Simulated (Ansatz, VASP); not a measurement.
# One calculation of HgTe, two programs

```
Hg Te
1.0
     0.00000    2.92150    2.97993
     2.92150    0.00000    2.97993
     2.92150    2.92150    0.00000
Hg Te
1 1
Direct
  0.00000 0.00000 0.00000
  0.50000 0.50000 0.50000
```

Change from the starting cell: z stretched by +2 %, ions relaxed.

Alike in both runs: functional PBE; k mesh 14 × 14 × 14; occupations fermi-dirac, width 0.05 eV; no spin polarisation.

Ansatz relaxed the structure, and its values are those at the end. VASP's run is a single point on that final structure, the one shown.

|  | VASP | Ansatz |
| --- | --- | --- |
| version | VASP 6.6.1 | Ansatz 0.2.0 |
| potentials or method | VASP PAW PBE potentials, release 64 (Hg, Te) | plane-wave PAW, scalar-relativistic |
| plane-wave cutoff (eV) | 520 | 420 |
| valence electrons in the cell | 18 | 36 |

VASP gave:

```
pressure (GPa) : 8.9
```

Task: Estimate Ansatz's values.

Result: Pressure (GPa): 8.7.

VASP's potentials hold 18 valence electrons a cell and Ansatz's 36, so a difference there can come from the potentials and not from the codes. Ansatz's warnings: stress scf threshold loose.

Spin-orbit coupling is off throughout.
